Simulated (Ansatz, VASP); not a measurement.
## HfO2 in VASP and in Ansatz

INCAR

```
SYSTEM = HfO2
PREC = Accurate
ENCUT = 600
EDIFF = 1E-6
ISMEAR = -1
SIGMA = 0.06122561905347299
LREAL = .FALSE.
LASPH = .TRUE.
NELM = 120
ALGO = Normal
ISIF = 2
LWAVE = .FALSE.
LCHARG = .FALSE.
GGA = PE
NBANDS = 18
GGA_COMPAT = .FALSE.
```

KPOINTS

```
Automatic mesh
0
G
  4 4 4
  0 0 0
```

Contents of POSCAR:

```
HfO2
1.0
    0.0000000000      2.5489517052      2.5489517052
    2.5489517052      0.0000000000      2.5489517052
    2.5489517052      2.5489517052      0.0000000000
Hf O
1 2
Direct
    0.0000000000      0.0000000000      0.0000000000
    0.2500000000      0.2500000000      0.2500000000
    0.7500000000      0.7500000000      0.7500000000
```

Input for Ansatz:

```yaml
crystal:
  atoms:
  - position: [0.0, 0.0, 0.0]
    symbol: Hf
  - position: [0.25, 0.25, 0.25]
    symbol: O
  - position: [0.75, 0.75, 0.75]
    symbol: O
  lattice:
  - [0.0, 2.5489517052274113, 2.5489517052274113]
  - [2.5489517052274113, 0.0, 2.5489517052274113]
  - [2.5489517052274113, 2.5489517052274113, 0.0]
hamiltonian:
  dispersion: none
  pseudopotentials:
    kind: all_electron
    lapw: {}
    relativity: scalar
  xc: pbe
kpoints:
  mp_grid:
    grid: [4, 4, 4]
    shift: [0, 0, 0]
magnetization: {spin_polarized: false}
output: {forces: true, stress: true}
scf:
  occupations: {method: fermi_dirac, width: 0.06122561905347299}
```

Alike in both runs: task single point; functional PBE; k mesh 4 × 4 × 4; occupations fermi-dirac, width 0.0612256 eV; no spin polarisation.

|  | VASP | Ansatz |
| --- | --- | --- |
| version | VASP 6.6.1 | Ansatz 0.2 development build |
| potentials or method | VASP PAW PBE potentials, release 64 (Hf_pv, O), cutoff 600 eV | all-electron full-potential LAPW, scalar-relativistic |

Ansatz gave:

* pressure (GPa): 0.0

Estimate VASP's values.

pressure (GPa): -3.9.

Ansatz ran all-electron here, and VASP with PAW potentials.

The k mesh is coarse, so the values compare programs but aren't converged. Spin-orbit coupling is off throughout.
